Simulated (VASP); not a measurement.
A run of VASP 6.6.1 is set up as follows.

File INCAR:

```
SYSTEM = Lu
ALGO = Normal
EDIFF = 1E-7
ENCUT = 520
GGA = CA
ISIF = 2
ISMEAR = -1
LASPH = .True.
LCHARG = .False.
LREAL = .False.
LWAVE = .False.
NBANDS = 32
NELM = 80
PREC = Accurate
SIGMA = 0.05
```

The input KPOINTS:

```
k-points
0
Gamma
  9 9 5
  0 0 0
```

POSCAR

```
Lu
1.0
    3.4315880974      0.0000000000      0.0000000000
   -1.7157940487      2.9718424677      0.0000000000
    0.0000000000      0.0000000000      5.4375845309
Lu
2
Direct
    0.6666666667      0.3333333333      0.7500000000
    0.3333333333      0.6666666667      0.2500000000
```

Potentials or basis: VASP PAW PBE potentials, release 64 (Lu).

Launch:

```console
$ cat potpaw_PBE.64/Lu/POTCAR > POTCAR
$ mpirun -np 1 vasp_std > vasp.out
```

(1) Predict the pressure.

(2) Estimate the band gap on the k mesh.

## Answers

(1) -3.0 GPa.

(2) zero (bands 25 and 26 overlap by 1.41 eV).

Caveat: the PAW data sets were made with another functional, which shifts forces and pressure a little; spin-orbit coupling is left out, which moves the levels of the heavy elements.
